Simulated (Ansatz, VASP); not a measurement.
# Two plane-wave programs on Si2As

File INCAR:

```
PREC = Accurate
ENCUT = 600
EDIFF = 1E-6
ISMEAR = 0
SIGMA = 0.1
LREAL = False
LASPH = True
NELM = 80
ALGO = Normal
ISIF = 3
LWAVE = False
LCHARG = False
GGA = PE
IBRION = 2
NSW = 100
EDIFFG = -0.01
```

The input KPOINTS:

```
Automatic mesh
0
Gamma
  8 6 10
```

The input POSCAR:

```
Si2As
1.0
    5.1516789906      0.0000000000      0.0000000000
    0.0000000000      6.3896129549      0.0000000000
    0.0000000000      0.0000000000      3.5440984408
Si As
4 2
Direct
    0.1723061471      0.3794048165      0.0000000000
    0.8276938529      0.6205951835      0.0000000000
    0.6723061471      0.1205951835      0.5000000000
    0.3276938529      0.8794048165      0.5000000000
    0.0000000000      0.0000000000      0.0000000000
    0.5000000000      0.5000000000      0.5000000000
```

Input for Ansatz:

```yaml
crystal:
  lattice:
    - [5.1516789906, 0.0, 0.0]
    - [0.0, 6.3896129549, 0.0]
    - [0.0, 0.0, 3.5440984408]
  atoms:
    - { symbol: Si, position: [0.1723061471, 0.3794048165, 0.0] }
    - { symbol: Si, position: [0.8276938529, 0.6205951835, 0.0] }
    - { symbol: Si, position: [0.6723061471, 0.1205951835, 0.5] }
    - { symbol: Si, position: [0.3276938529, 0.8794048165, 0.5] }
    - { symbol: As, position: [0.0, 0.0, 0.0] }
    - { symbol: As, position: [0.5, 0.5, 0.5] }
basis:
  ecutwfc: 420
kpoints:
  mp_grid: { grid: [8, 6, 10] }
hamiltonian:
  xc: pbe
scf:
  occupations: { method: gaussian, width: 0.1 }
output:
  forces: true
  stress: true
  eigenvalues: true
relax:
  adjacent_minimum: "off"
  f_tol: 0.01
  max_steps: 80
  cell: { stress_tol: 0.05 }
```

Alike in both runs: task relaxation of cell and atoms; functional PBE; k mesh 8 × 6 × 10; occupations gaussian, width 0.1 eV; no spin polarisation.

|  | VASP | Ansatz |
| --- | --- | --- |
| version | VASP 6.6.1 | Ansatz 0.2.0 |
| potentials or method | VASP PAW PBE potentials, release 64 (Si, As), cutoff 600 eV | scalar-relativistic, plane waves, PAW |
| valence electrons in the cell | 26 | 46 |

```csv
,VASP,Ansatz,Ansatz less VASP
"gap on the k mesh at the Fermi level, each at its own relaxed structure (eV)",none,none,-
relaxed volume (Å³/atom),19.34,19.30,-0.034
relaxed length of the cell vector where the two differ most in proportion (Å),5.150,5.146,-0.0047
```

A gap of «none» marks a metal or a gap that the smearing closes. VASP's potentials hold 26 valence electrons a cell and Ansatz's 46, so a difference there can come from the potentials and not from the codes.
